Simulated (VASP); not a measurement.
# AgAs: single point with r2SCAN

Crystal: AgAs.

```
CELL_PARAMETERS angstrom
4.99138 0.00000 0.00000
0.00000 2.96079 0.00000
0.00000 0.00000 5.17270
ATOMIC_POSITIONS crystal
Ag 0.25000 0.00000 0.83523
Ag 0.75000 0.00000 0.16477
As 0.75000 0.50000 0.66565
As 0.25000 0.50000 0.33436
```

- Program: VASP 6.6.1
- Task: single point
- Functional: r2SCAN
- Potentials or basis: VASP PAW PBE potentials, release 64 (Ag, As)
- Cutoff: 520 eV
- k mesh: 4 × 7 × 4
- Occupations: methfessel-paxton, width 0.1 eV
- Spin: no spin polarisation

* Pressure: -2.6 GPa
* Largest force: 0.163 eV/Å
* Band gap on the k mesh: zero (band 16 reaches 8.12 eV, above the bottom of band 17 at 5.68 eV)

Forces in eV/Å, atoms in the order of the input:
```
Ag   0.000  0.000  0.163
Ag   0.000  0.000 -0.163
As   0.000  0.000  0.156
As   0.000  0.000 -0.156
```

Stress tensor (GPa, compression positive):
```
-1.07  0.00  0.00
 0.00 -5.54  0.00
 0.00  0.00 -1.34
```

Levels at points of the mesh, in eV from the Fermi level:
```csv
k point,band 14,band 15,band 16,band 17,band 18,band 19
"(0.00, 0.00, 0.00)",-3.61,-2.57,0.44,0.86,1.72,3.06
"(0.50, 0.00, 0.00)",-3.80,-1.88,-1.88,3.72,3.72,4.06
"(0.00, 0.00, 0.50)",-2.19,-1.88,-1.30,3.71,4.10,4.17
"(0.50, 0.00, 0.50)",-3.91,1.27,1.27,4.12,4.12,4.39
```

It took 4.8 min on 1 thread of Intel Xeon 8259CL (shared host), peak memory 0.23 GiB.

Caveat: the PAW data sets were made with another functional, which shifts forces and pressure a little.
